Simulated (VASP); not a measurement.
# AgCl (wurtzite type) (P6_3mc) in VASP: relaxation of cell and atoms with PBE

Aim: the relaxation of cell and atoms of AgCl (wurtzite type) with PBE.

Program: VASP 6.6.1. These are calculated values, not measurements. Logs are shortened: lines on timing, memory, paths and dates and some standing lists are left out, and cuts for length are marked.

## (1) The cell of the first run

It takes space group P6_3mc (No. 186, hexagonal). The conventional cell has a = 3.990 Å, b = 3.990 Å, c = 6.504 Å, α = 90.00°, β = 90.00°, γ = 120.00°. Within 3.2 Å of Ag (site symmetry 3m) lie 4 Cl at 2.44 to 2.45 Å. Within 3.2 Å of Cl (site symmetry 3m) lie 4 Ag at 2.44 to 2.45 Å.

## (2) Relaxation of cell and atoms, PBE

Contents of INCAR:

```
SYSTEM = AgCl
PREC = Accurate ; ENCUT = 600
EDIFF = 1E-7 ; ISMEAR = -1
SIGMA = 0.05 ; LREAL = .False.
LASPH = .True. ; NELM = 100
ALGO = Normal ; ISIF = 3
LWAVE = .False. ; LCHARG = .False.
GGA = PE ; IBRION = 2
NSW = 100 ; EDIFFG = -0.005
```

Contents of KPOINTS:

```
regular mesh
0
Gamma
  11 11 6
  0 0 0
```

Contents of POSCAR:

```
AgCl
1.0
    3.9900346047      0.0000000000      0.0000000000
   -1.9950173024      3.4554713297      0.0000000000
    0.0000000000      0.0000000000      6.5037564057
Ag Cl
2 2
Direct
    0.3333333333      0.6666666667      0.0000000000
    0.6666666667      0.3333333333      0.5000000000
    0.3333333333      0.6666666667      0.3760000000
    0.6666666667      0.3333333333      0.8760000000
```

Potentials or basis: VASP PAW PBE potentials, release 64 (Ag, Cl).

The run is started by

```
$ cat potpaw_PBE.64/Ag/POTCAR potpaw_PBE.64/Cl/POTCAR > POTCAR
$ mpirun -np 1 vasp_std > vasp.out
```

OUTCAR:

```text
SYSTEM = AgCl
   PREC = Accurate
   ENCUT = 600
   EDIFF = 1E-7
   ISMEAR = -1
   LREAL = .False.
   LASPH = .True.
   NELM = 100
   ISIF = 3
   GGA = PE
   IBRION = 2
   NSW = 100
   EDIFFG = -0.005

 ion  position               nearest neighbor table
   1  0.333  0.667  0.000-   4 2.44   4 2.44   4 2.44   3 2.45
   2  0.667  0.333  0.500-   3 2.44   3 2.44   3 2.44   4 2.45
   3  0.333  0.667  0.376-   2 2.44   2 2.44   2 2.44   1 2.45
   4  0.667  0.333  0.876-   1 2.44   1 2.44   1 2.44   2 2.45

  LATTYP: Found a hexagonal cell.
 ALAT       =     3.9900346047
 C/A-ratio  =     1.6300000000

  Lattice vectors:

 A1 = (   3.9900346047,   0.0000000000,   0.0000000000)
 A2 = (  -1.9950173024,   3.4554713297,   0.0000000000)
 A3 = (   0.0000000000,   0.0000000000,   6.5037564057)

Analysis of symmetry for initial positions (statically):
=====================================================================
 Subroutine PRICEL returns:
 Original cell was already a primitive cell.

 Routine SETGRP: Setting up the symmetry group for a
 hexagonal supercell.

 Subroutine GETGRP returns: Found 12 space group operations
 (whereof  6 operations were pure point group operations)
 out of a pool of 24 trial point group operations.

The static configuration has the point symmetry C_3v.
 The point group associated with its full space group is C_6v.

Analysis of symmetry for dynamics (positions and initial velocities):
=====================================================================
 Subroutine PRICEL returns:
 Original cell was already a primitive cell.

 Routine SETGRP: Setting up the symmetry group for a
 hexagonal supercell.

 Subroutine GETGRP returns: Found 12 space group operations
 (whereof  6 operations were pure point group operations)
 out of a pool of 24 trial point group operations.

The dynamic configuration has the point symmetry C_3v.
 The point group associated with its full space group is C_6v.

 Subroutine INISYM returns: Found 12 space group operations
 (whereof  6 operations are pure point group operations),
 and found     1 'primitive' translations

----------------------------------------------------------------------------------------

                                     Primitive cell

  volume of cell :      89.6702

  direct lattice vectors                    reciprocal lattice vectors
     3.990034605  0.000000000  0.000000000     0.250624393  0.144698061  0.000000000
    -1.995017302  3.455471330  0.000000000     0.000000000  0.289396121  0.000000000
     0.000000000  0.000000000  6.503756406     0.000000000  0.000000000  0.153757296

  length of vectors
     3.990034605  3.990034605  6.503756406     0.289396121  0.289396121  0.153757296

  position of ions in fractional coordinates (direct lattice)
     0.333333333  0.666666667  0.000000000
     0.666666667  0.333333333  0.500000000
     0.333333333  0.666666667  0.376000000
     0.666666667  0.333333333  0.876000000

  ion indices of the primitive-cell ions
   primitive index   ion index
                 1           1
                 2           2
                 3           3
                 4           4

----------------------------------------------------------------------------------------

 KPOINTS: regular mesh

Automatic generation of k-mesh.
 Grid dimensions read from file:
 generate k-points for:   11   11    6

 Generating k-lattice:

  Cartesian coordinates                     Fractional coordinates (reciprocal lattice)
     0.022784036  0.013154369  0.000000000     0.090909091 -0.000000000  0.000000000
     0.000000000  0.026308738  0.000000000     0.000000000  0.090909091  0.000000000
     0.000000000  0.000000000  0.025626216     0.000000000  0.000000000  0.166666667

  Length of vectors
     0.026308738  0.026308738  0.025626216

  Shift w.r.t. Gamma in fractional coordinates (k-lattice)
     0.000000000  0.000000000  0.000000000

 Subroutine IBZKPT returns following result:
 ===========================================

 Found     64 irreducible k-points:

 Following reciprocal coordinates:
            Coordinates               Weight
  0.000000  0.000000  0.000000      1.000000
  0.090909  0.000000  0.000000      6.000000
  0.181818  0.000000  0.000000      6.000000
  0.272727  0.000000  0.000000      6.000000
  0.363636  0.000000  0.000000      6.000000
  0.454545  0.000000  0.000000      6.000000
[... 16 lines left out ...]
  0.090909  0.090909  0.166667     12.000000
  0.181818  0.090909  0.166667     24.000000
 [... further k-points ...]
   k-points           NKPTS =     64   k-points in BZ     NKDIM =     64   number of bands    NBANDS=     22
   number of dos      NEDOS =    301   number of ions     NIONS =      4
   total plane-waves  NPLWV =  55296
   dimension x,y,z NGX =    32 NGY =   32 NGZ =   54
   dimension x,y,z NGXF=    64 NGYF=   64 NGZF=  108
   ions per type =               2   2
   NGX,Y,Z   is equivalent  to a cutoff of  13.33, 13.33, 13.80 a.u.
   NGXF,Y,Z  is equivalent  to a cutoff of  26.67, 26.67, 27.61 a.u.
 SYSTEM =  AgCl
   PREC   = accura    normal or accurate (medium, high low for compatibility)
   ISTART =      0    job   : 0-new  1-cont  2-samecut
   ICHARG =      2    charge: 1-file 2-atom 10-const
   ISPIN  =      1    spin polarized calculation?
   LNONCOLLINEAR =      F non collinear calculations
   LSORBIT =      F    spin-orbit coupling
   LASPH  =      T    aspherical Exc in radial PAW
   ENCUT  =  600.0 eV  44.10 Ry    6.64 a.u.   7.97  7.97 12.99*2*pi/ulx,y,z
   NELM   =    100;   NELMIN=  2; NELMDL= -5     # of ELM steps
   EDIFF  = 0.1E-06   stopping-criterion for ELM
   LREAL  =      F    real-space projection
   EDIFFG = -.5E-02   stopping-criterion for IOM
   NSW    =    100    number of steps for IOM
   IBRION =      2    ionic relax: 0-MD 1-quasi-New 2-CG
   NFREE  =      1    steps in history (QN), initial steepest desc. (CG)
   ISIF   =      3    stress and relaxation
   ISYM   =      2    0-nonsym 1-usesym 2-fastsym
   POTIM  = 0.5000    time-step for ionic-motion
   TEBEG  =    0.0;   TEEND  =   0.0 temperature during run
   PSTRESS=    0.0 pullay stress
   NELECT =      36.0000    total number of electrons
   NUPDOWN=      -1.0000    fix difference up-down
   EMIN   =  10.00;   EMAX   =-10.00  energy-range for DOS
   EFERMI =   0.00;   METHOD = LEGACY
   ISMEAR =    -1;   SIGMA  =   0.05  broadening in eV -4-tet -1-fermi 0-gaus
   EFERMI_NEDOS =   21; number of points for ismear=-14 and -15
   IALGO  =     38    algorithm
   IMIX   =      4    mixing-type and parameters
     AMIX     =   0.40;   BMIX     =  1.00
     AMIX_MAG =   1.60;   BMIX_MAG =  1.00
  volume/ion in A,a.u.               =      22.42       151.28
  Fermi-wavevector in a.u.,A,eV,Ry     =   1.207701  2.282225 19.844680  1.458543
  Thomas-Fermi vector in A             =   2.343331
   LORBIT       =      0    0 simple, 1 ext, 2 COOP (PROOUT), +10 PAW based schemes
   GGA     = PE    functional components
   LHFCALC =     F    Hartree Fock is set to
   AEXX    =    0.0000 exact exchange contribution
   IVDW    =     0    specifies the selected vdW correction
   LEPSILON=     F    determine dielectric tensor
   LRPA    =     F    only Hartree local field effects (RPA)
 conjugate gradient relaxation of ions
 non-spin polarized calculation
  energy-cutoff  :      600.00
  volume of cell :       89.67
 maximum number of plane-waves:      3020
 NGX is ok and might be reduce to    32
   NGX = 15   NGY = 15   NGZ = 25

--------------------------------------- Ionic step        1  -------------------------------------------

 number of electron      35.9999999 magnetization

 Free energy of the ion-electron system (eV)
  ---------------------------------------------------
  ext. energy  EPLUGINS =         0.00000000
  ---------------------------------------------------
  free energy    TOTEN  =       -10.31454626 eV

  energy without entropy =      -10.31454602  energy(sigma->0) =      -10.31454614

------------------------ aborting loop because EDIFF is reached ----------------------------------------

  FORCE on cell =-STRESS in cart. coord.  units (eV):
  Direction    XX          YY          ZZ          XY          YZ          ZX
  --------------------------------------------------------------------------------------
  -------------------------------------------------------------------------------------
  Total        6.2213801      6.2213801      6.1397825     -0.0000000      0.0000000      0.0000000
  in kB      111.1601418    111.1601418    109.7022028     -0.0000000      0.0000000      0.0000000
  external PRESSURE =     110.6741622 kB  Pullay stress =       0.0000000 kB
[... 95 lines left out ...]
  FREE ENERGIE OF THE ION-ELECTRON SYSTEM (eV)
  ---------------------------------------------------
  free  energy   TOTEN  =       -10.9045801383 eV

  energy  without entropy=      -10.9045801031  energy(sigma->0) =      -10.90458012

[... ionic steps 4 to 8 ...]

--------------------------------------- Ionic step        9  -------------------------------------------

 number of electron      35.9999998 magnetization

------------------------ aborting loop because EDIFF is reached ----------------------------------------

  FORCE on cell =-STRESS in cart. coord.  units (eV):
  Direction    XX          YY          ZZ          XY          YZ          ZX
  --------------------------------------------------------------------------------------
  -------------------------------------------------------------------------------------
  Total       -0.0088057     -0.0088057     -0.0251074      0.0000000      0.0000000      0.0000000
  in kB       -0.1271339     -0.1271339     -0.3624913      0.0000000      0.0000000      0.0000000
  external PRESSURE =      -0.2055864 kB  Pullay stress =       0.0000000 kB
[... 61 lines left out ...]
  energy  without entropy=      -10.9048468564  energy(sigma->0) =      -10.90484687

--------------------------------------- Ionic step       11  -------------------------------------------

 number of electron      35.9999998 magnetization

 Free energy of the ion-electron system (eV)
  ---------------------------------------------------
  ext. energy  EPLUGINS =         0.00000000
  ---------------------------------------------------
  free energy    TOTEN  =       -10.90485081 eV

  energy without entropy =      -10.90485078  energy(sigma->0) =      -10.90485080

 E-fermi :   2.1686     XC(G=0):  -8.3816

 val. band max:        1.4540027845   @ k =   0.0000   0.0000   0.0000
 cond. band min:       2.7545122013   @ k =   0.0000   0.0000   0.0000
 fundamental gap:      1.3005094167
 Fermi energy:         2.1685757399

 k-point     1 :       0.0000    0.0000    0.0000
  band No.  band energies     occupation
      1     -13.2556      2.00000
      2     -13.0870      2.00000
      3      -2.5083      2.00000
      4      -2.4633      2.00000
      5      -2.4633      2.00000
      6      -2.4052      2.00000
[... 574 lines left out ...]
      6      -2.3203      2.00000
[... 14 lines left out ...]
     21       7.8917      0.00000
     22       8.3411      0.00000

 [... further k-points ...]
[... 5 lines left out ...]
  --------------------------------------------------------------------------------------
  -------------------------------------------------------------------------------------
  Total        0.0147301      0.0147301     -0.0181319     -0.0000000      0.0000000      0.0000000
  in kB        0.2128681      0.2128681     -0.2620276     -0.0000000      0.0000000      0.0000000
  external PRESSURE =       0.0545696 kB  Pullay stress =       0.0000000 kB
[... 19 lines left out ...]
  FREE ENERGIE OF THE ION-ELECTRON SYSTEM (eV)
  ---------------------------------------------------
  free  energy   TOTEN  =       -10.9048508133 eV

  energy  without entropy=      -10.9048507782  energy(sigma->0) =      -10.90485080

 reached required accuracy - stopping structural energy minimisation
```

It took 7.4 min on 1 thread of Intel Xeon Platinum 8488C (Sapphire Rapids), shared host; peak memory 0.32 GiB.

Results:

- Free energy: -10.9049 eV
- Relaxed volume: 27.72 Å³/atom
- Relaxed cell: a = 4.294 Å, b = 4.294 Å, c = 6.942 Å, α = 90.00°, β = 90.00°, γ = 120.00°
- Space group after relaxing (to 0.1 Å): P6_3mc (No. 186)
- Energy gained by relaxing: 147.6 meV/atom
- Ionic steps: 11
- Pressure after relaxing: 0.0 GPa
- Band gap on the k mesh: 1.30 eV

The path:
```
step  energy change (eV)  largest force (eV/Å)  pressure (GPa)  volume (Å³)
   1              0.0000                0.0158           11.07        89.67
   2             -0.5899                0.0069           -0.11       111.31
   3             -0.5900                0.0068            0.02       110.82
   4             -0.5900                0.0070            0.02       110.82
   5             -0.5901                0.0072            0.02       110.83
   6             -0.5902                0.0079            0.02       110.83
   7             -0.5902                0.0096            0.02       110.83
   8             -0.5903                0.0069            0.00       110.88
   9             -0.5903                0.0018           -0.02       110.97
  10             -0.5903                0.0003           -0.01       110.92
  11             -0.5903                0.0012            0.01       110.87
```

Final structure:
```
CELL_PARAMETERS angstrom
4.29438 0.00000 0.00000
-2.14719 3.71904 0.00000
0.00000 0.00000 6.94184
ATOMIC_POSITIONS crystal
Ag 0.33333 0.66667 0.99845
Ag 0.66667 0.33333 0.49845
Cl 0.33333 0.66667 0.37755
Cl 0.66667 0.33333 0.87755
```

Caveat: the volume moved by over 15 % at a fixed basis, so the end points are rough; an odd mesh through Γ misses points on the zone boundary, where band edges can lie.
